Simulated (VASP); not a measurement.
Input of a VASP 6.6.1 run:

Contents of INCAR:

```
SYSTEM = BiTe
PREC = Accurate
ENCUT = 520
EDIFF = 1E-6
ISMEAR = 0
SIGMA = 0.15
LREAL = .FALSE.
LASPH = .TRUE.
NELM = 100
ALGO = Normal
ISIF = 2
LWAVE = .FALSE.
LCHARG = .TRUE.
GGA = PS
LELF = .TRUE.
LVHAR = .TRUE.
NBANDS = 18
```

The input KPOINTS:

```
regular mesh
0
G
  18 18 18
  0 0 0
```

Contents of POSCAR:

```
BiTe
1.0
    0.0000000000      3.4732176461      2.7091097640
    3.4732176461      0.0000000000      2.7091097640
    3.4732176461      3.4732176461      0.0000000000
Bi Te
1 1
Direct
    0.0000000000      0.0000000000      0.0000000000
    0.5000000000      0.5000000000      0.5000000000
```

Potentials or basis: VASP PAW PBE potentials, release 64 (Bi_d, Te).

Launch:

```sh
$ cat potpaw_PBE.64/Bi_d/POTCAR potpaw_PBE.64/Te/POTCAR > POTCAR
$ mpirun -np 1 vasp_std > vasp.out
```

Question: What does it give for the band gap on the k mesh?

Answer: Zero (an odd number of electrons rules out a gap without spin polarisation).

Question: Predict the pressure.

Answer: 8.7 GPa.

Stress tensor (GPa, compression positive):
```
-4.59  0.00  0.00
 0.00 -4.59  0.00
 0.00  0.00 35.18
```

Caveat: the cell stands under pressure; the PAW data sets were made with another functional, which shifts forces and pressure a little; spin-orbit coupling is left out, which moves the levels of the heavy elements.
